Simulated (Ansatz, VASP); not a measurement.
## P: VASP beside Ansatz

The input INCAR:

```
  ALGO = Normal
  EDIFF = 1E-7
  EDIFFG = -0.005
  ENCUT = 600
  GGA = PE
  IBRION = 2
  ISIF = 3
  ISMEAR = -1
  LASPH = True
  LCHARG = False
  LREAL = False
  LWAVE = False
  NELM = 100
  NSW = 60
  PREC = Accurate
  SIGMA = 0.1
```

KPOINTS

```
k-points
0
Gamma
  18 18 18
```

The input POSCAR:

```
P
1.0
    0.0000000000      1.9574338206      1.9574338206
    1.9574338206      0.0000000000      1.9574338206
    1.9574338206      1.9574338206      0.0000000000
P
1
Direct
    0.0000000000      0.0000000000      0.0000000000
```

Input for Ansatz:

```yaml
crystal:
  lattice:
    - [0.0, 1.9574338206, 1.9574338206]
    - [1.9574338206, 0.0, 1.9574338206]
    - [1.9574338206, 1.9574338206, 0.0]
  atoms:
    - { symbol: P, position: [0.0, 0.0, 0.0] }
kpoints:
  mp_grid: { grid: [18, 18, 18] }
scf:
  occupations: { method: fermi_dirac, width: 0.1 }
hamiltonian:
  xc: pbe
  pseudopotentials: { kind: paw }
output:
  forces: true
  stress: true
relax:
  f_tol: 0.005
  max_steps: 40
  cell: {}
```

Alike in both runs: task relaxation of cell and atoms; functional PBE; k mesh 18 × 18 × 18; occupations fermi-dirac, width 0.1 eV; no spin polarisation.

```csv
,VASP,Ansatz
version,VASP 6.6.1,Ansatz 0.2.0
potentials or method,"VASP PAW PBE potentials, release 64 (P)","PAW with Ansatz's default frozen-core files, scalar-relativistic"
plane-wave cutoff (eV),600,420
valence electrons in the cell,5,5
```

```csv
,VASP,Ansatz,Ansatz less VASP
relaxed volume (Å³/atom),14.53,14.55,+0.024
relaxed cell length with the largest relative difference (Å),2.739,2.740,+0.0015
```
